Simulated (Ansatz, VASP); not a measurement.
Pb in VASP and in Ansatz

INCAR

```
PREC = Accurate
ENCUT = 520
EDIFF = 1E-6
ISMEAR = -1
SIGMA = 0.05
LREAL = False
LASPH = True
NELM = 80
ALGO = Normal
ISIF = 2
LWAVE = False
LCHARG = False
GGA = RP
IVDW = 12
NBANDS = 13
```

File KPOINTS:

```
regular mesh
0
Gamma
  9 9 9
```

File POSCAR:

```
Pb
1.0
    0.0000000000      2.4914113386      2.4914113386
    2.4914113386      0.0000000000      2.4914113386
    2.4914113386      2.4914113386      0.0000000000
Pb
1
Direct
    0.0000000000      0.0000000000      0.0000000000
```

input.yaml

```yaml
crystal:
  lattice:
    - [0.0, 2.4914113386, 2.4914113386]
    - [2.4914113386, 0.0, 2.4914113386]
    - [2.4914113386, 2.4914113386, 0.0]
  atoms:
    - { symbol: Pb, position: [0.0, 0.0, 0.0] }
hamiltonian:
  xc: rpbe
  pseudopotentials: { kind: paw }
  dispersion: d3bj
kpoints:
  mp_grid: { grid: [9, 9, 9] }
scf:
  occupations: { method: fermi_dirac, width: 0.05 }
output:
  forces: true
  stress: true
  eigenvalues: true
```

Alike in both runs: task single point; functional RPBE; dispersion D3(BJ); k mesh 9 × 9 × 9; occupations fermi-dirac, width 0.05 eV; no spin polarisation.

```csv
,VASP,Ansatz
version,VASP 6.6.1,Ansatz 0.2.0
potentials or method,"VASP PAW PBE potentials, release 64 (Pb_d)",Ansatz PAW
plane-wave cutoff (eV),520,420
valence electrons in the cell,14,14
```

|  | VASP | Ansatz | Ansatz less VASP |
| --- | --- | --- | --- |
| gap on the k mesh at the Fermi level (eV) | none | none | - |
| pressure (GPa) | -17.1 | -17.1 | +0.06 |

VASP's potentials were made for PBE, not for RPBE. A gap of «none» marks a metal or a gap that the smearing closes.

Spin-orbit coupling is off throughout.
